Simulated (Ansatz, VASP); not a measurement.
## One calculation of Rh, two programs

The input INCAR:

```
SYSTEM = Rh
PREC = Accurate
ENCUT = 520
EDIFF = 1E-6
ISMEAR = -1
SIGMA = 0.05
LREAL = .FALSE.
LASPH = .TRUE.
NELM = 60
ALGO = Normal
ISIF = 2
LWAVE = .FALSE.
LCHARG = .TRUE.
GGA = PE
LELF = .TRUE.
LVHAR = .TRUE.
NBANDS = 22
```

The input KPOINTS:

```
regular mesh
0
G
  10 10 10
  0 0 0
```

File POSCAR:

```
Rh
1.0
    0.0000000000      2.5993341490      2.5993341490
    2.5993341490      0.0000000000      2.5993341490
    2.5993341490      2.5993341490      0.0000000000
Rh
2
Direct
   -0.1475000000     -0.1175000000     -0.1175000000
    0.1475000000      0.1175000000      0.1175000000
```

Input for Ansatz:

```yaml
crystal:
  lattice:
    - [0.0, 2.599334149, 2.599334149]
    - [2.599334149, 0.0, 2.599334149]
    - [2.599334149, 2.599334149, 0.0]
  atoms:
    - { symbol: Rh, position: [-0.1475, -0.1175, -0.1175] }
    - { symbol: Rh, position: [0.1475, 0.1175, 0.1175] }
kpoints:
  mp_grid: { grid: [10, 10, 10] }
scf:
  occupations: { method: fermi_dirac, width: 0.05 }
hamiltonian:
  xc: pbe
  pseudopotentials: { kind: all_electron, lapw: { basis_error: 0.001 } }
output:
  forces: true
  stress: true
  eigenvalues: true
  populations: true
```

Change from the starting cell: shortest bond scaled by 0.94, LAPW.

Alike in both runs: task single point; functional PBE; k mesh 10 × 10 × 10; occupations fermi-dirac, width 0.05 eV; no spin polarisation.

```csv
,VASP,Ansatz
version,VASP 6.6.1,Ansatz 0.2.0
potentials or method,"VASP PAW PBE potentials, release 64 (Rh_pv), cutoff 520 eV","all-electron LAPW, scalar-relativistic"
```

VASP gave:

* pressure (GPa): 38.1
* traceless stress, the component that is largest in VASP (GPa): -13.02
* rms of the force components (eV/Å): 1.880

Problem. Estimate Ansatz's values.

Solution. Pressure (GPa): 37.5; traceless stress, the component that is largest in VASP (GPa): -12.42; rms of the force components (eV/Å): 1.770.

Atom by atom the forces differ by 0.110 eV/Å (rms over components). Both programs put the cell under a high pressure, so it lies far from rest at this level. Ansatz ran all-electron here, and VASP with PAW potentials.
